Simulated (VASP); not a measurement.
A run of VASP 6.6.1 is set up as follows.

INCAR

```
ALGO = Normal
EDIFF = 1E-7
ENCUT = 520
ISIF = 2
ISMEAR = -1
LASPH = T
LCHARG = F
LREAL = F
LWAVE = F
NBANDS = 11
NELM = 100
PREC = Accurate
SIGMA = 0.1
```

File KPOINTS:

```
k-points
0
Gamma
  26 26 14
```

POSCAR

```
C
1.0
    1.4951788505      0.0000000000      0.0000000000
   -0.7475894253      1.2948628678      0.0000000000
    0.0000000000      0.0000000000      3.6478357496
C
2
Direct
    0.3333333333      0.6666666667      0.2500000000
    0.6666666667      0.3333333333      0.7500000000
```

Potentials or basis: VASP PAW LDA potentials, release 64 (C).

Command:

```console
$ cat potpaw_LDA.64/C/POTCAR > POTCAR
$ mpirun -np 1 vasp_std > vasp.out
```

Question: Predict the pressure.

Answer: 393.0 GPa.

Question: What does it give for the band gap on the k mesh?

Answer: Zero (band 4 reaches 25.20 eV, above the bottom of band 5 at 17.44 eV).

Stress tensor (GPa, compression positive):
```
393.48   0.00   0.00
  0.00 393.48   0.00
  0.00   0.00 391.90
```
